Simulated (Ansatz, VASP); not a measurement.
**CuAu: VASP beside Ansatz**

The input INCAR:

```
PREC     = Accurate       # precision mode
ENCUT    = 600            # plane-wave cutoff, eV
EDIFF    = 1E-7           # SCF threshold, eV
ISMEAR   = 0              # smearing method
SIGMA    = 0.1            # smearing width, eV
LREAL    = False          # projectors in reciprocal space
LASPH    = True           # aspherical terms in the spheres
NELM     = 60             # most SCF steps
ALGO     = Normal         # electronic algorithm
ISIF     = 3              # what is computed and relaxed
LWAVE    = False          # write WAVECAR
LCHARG   = False          # write CHGCAR
GGA      = PS             # functional
IBRION   = 2              # ionic algorithm
NSW      = 100            # ionic steps
EDIFFG   = -0.005         # ionic threshold
```

Contents of KPOINTS:

```
regular mesh
0
Gamma
  16 16 12
```

File POSCAR:

```
CuAu
1.0
    2.8000000000      0.0000000000      0.0000000000
    0.0000000000      2.8000000000      0.0000000000
    0.0000000000      0.0000000000      3.6700000000
Cu Au
1 1
Direct
    0.5000000000      0.5000000000      0.5000000000
    0.0000000000      0.0000000000      0.0000000000
```

Input for Ansatz:

```yaml
crystal:
  lattice:
    - [2.8, 0.0, 0.0]
    - [0.0, 2.8, 0.0]
    - [0.0, 0.0, 3.67]
  atoms:
    - { symbol: Cu, position: [0.5, 0.5, 0.5] }
    - { symbol: Au, position: [0.0, 0.0, 0.0] }
basis:
  ecutwfc: 420
kpoints:
  mp_grid: { grid: [16, 16, 12] }
hamiltonian:
  xc: pbesol
scf:
  occupations: { method: gaussian, width: 0.1 }
output:
  forces: true
  stress: true
  eigenvalues: true
relax:
  adjacent_minimum: "off"
  f_tol: 0.005
  max_steps: 80
  cell: { stress_tol: 0.05 }
```

Alike in both runs: task relaxation of cell and atoms; functional PBEsol; k mesh 16 × 16 × 12; occupations gaussian, width 0.1 eV; no spin polarisation.

|  | VASP | Ansatz |
| --- | --- | --- |
| version | VASP 6.6.1 | Ansatz 0.2.0 |
| potentials or method | VASP PAW PBE potentials, release 64 (Cu, Au), cutoff 600 eV | scalar-relativistic, plane waves, PAW |
| valence electrons in the cell | 22 | 38 |

```tsv
	VASP	Ansatz	Ansatz less VASP
gap on the k mesh at the Fermi level, each at its own relaxed structure (eV)	none	none	-
relaxed volume (Å³/atom)	14.22	14.21	-0.014
relaxed length of the cell vector where the two differ most in proportion (Å)	3.584	3.574	-0.0097
```

VASP's potentials were made for PBE, not for PBEsol. A gap of «none» marks a metal or a gap that the smearing closes. VASP's potentials hold 22 valence electrons a cell and Ansatz's 38, so a difference there can come from the potentials and not from the codes.

Neither program's run includes spin-orbit coupling.
